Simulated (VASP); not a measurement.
Set up this calculation in VASP 6.6.1, as the native input.

```yaml
Task: single point
Functional: BLYP
Potentials_or_basis: VASP PAW PBE potentials, release 64 (Ge_d)
Cutoff: 520 eV
k_mesh: 14 × 14 × 14
Occupations: fermi-dirac, width 0.1 eV
Spin: no spin polarisation
Dipole_correction: no
Further_INCAR_settings: ALGO = Normal; EDIFF = 1e-06; NBANDS = 13
```

The structure of Ge lies in POSCAR:

```
Ge
1.0
   -1.7760008091      1.7760008091      1.7760008091
    1.7760008091     -1.7760008091      1.7760008091
    1.7760008091      1.7760008091     -1.7760008091
Ge
1
Direct
    0.0000000000      0.0000000000      0.0000000000
```

This cell differs from its parent crystal: volume scaled by 1.04.

These files were run (other wordings do the same):

INCAR

```
PREC = Accurate
ENCUT = 520
EDIFF = 1E-6
ISMEAR = -1
SIGMA = 0.1
LREAL = False
LASPH = True
NELM = 60
ALGO = Normal
ISIF = 2
LWAVE = False
LCHARG = True
GGA = B5
ALDAX = 1.0
AGGAX = 1.0
AGGAC = 1.0
ALDAC = 0.0
LELF = True
LVHAR = True
NBANDS = 13
```

KPOINTS

```
Automatic mesh
0
Gamma
  14 14 14
```

Potentials or basis: VASP PAW PBE potentials, release 64 (Ge_d).

Command:

```console
$ cat potpaw_PBE.64/Ge_d/POTCAR > POTCAR
$ mpirun -np 1 vasp_std > vasp.out
```

It gave:

| Property | Result |
| --- | --- |
| Pressure | -2.0 GPa |
| Band gap on the k mesh | zero (band 7 reaches 12.75 eV, above the bottom of band 8 at 3.25 eV) |

Caveat: the PAW data sets were made with another functional, which shifts forces and pressure a little.

Wall time 42 s on 1 thread of AMD EPYC 7R43 64-Core Processor (Zen 3) (shared host), peak memory 0.11 GiB.
